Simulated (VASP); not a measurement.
The system is TiO2.

```
Ti O
1.0
     4.63030    0.00000    0.00000
     0.00000    4.63030    0.00000
     0.00000    0.00000    2.97881
Ti O
2 4
Cartesian
  0.0000 0.0000 1.4894
  2.3152 2.3152 0.0000
  1.4091 1.4091 1.4894
  0.9061 3.7242 0.0000
  3.7242 0.9061 0.0000
  3.2212 3.2212 1.4894
```

Base run:

- Program: VASP 6.6.1
- Functional: PBE
- Potentials or basis: VASP PAW PBE potentials, release 64 (Ti_sv, O)
- Cutoff: 520 eV
- k mesh: 6 × 6 × 9
- Occupations: fermi-dirac, width 0.05 eV
- Spin: no spin polarisation

Its results: band gap on the k mesh 1.79 eV; pressure 0.2 GPa; largest force 0.070 eV/Å.

**Question.** The run is repeated on the same cell with these changes: functional from PBE to r2SCAN; further incar settings from ALGO = Normal; EDIFF = 1e-06; NBANDS = 33 to ALGO = Normal; EDIFF = 1e-07; NBANDS = 33. What comes out?

**Answer.** Band gap on the k mesh 2.15 eV; pressure -4.5 GPa; largest force 0.119 eV/Å.

Caveats: an odd mesh through Γ misses points on the zone boundary, where band edges can lie; the cell stands under tension (at least some runs); the PAW data sets were made with another functional, which shifts forces and pressure a little (at least some runs).
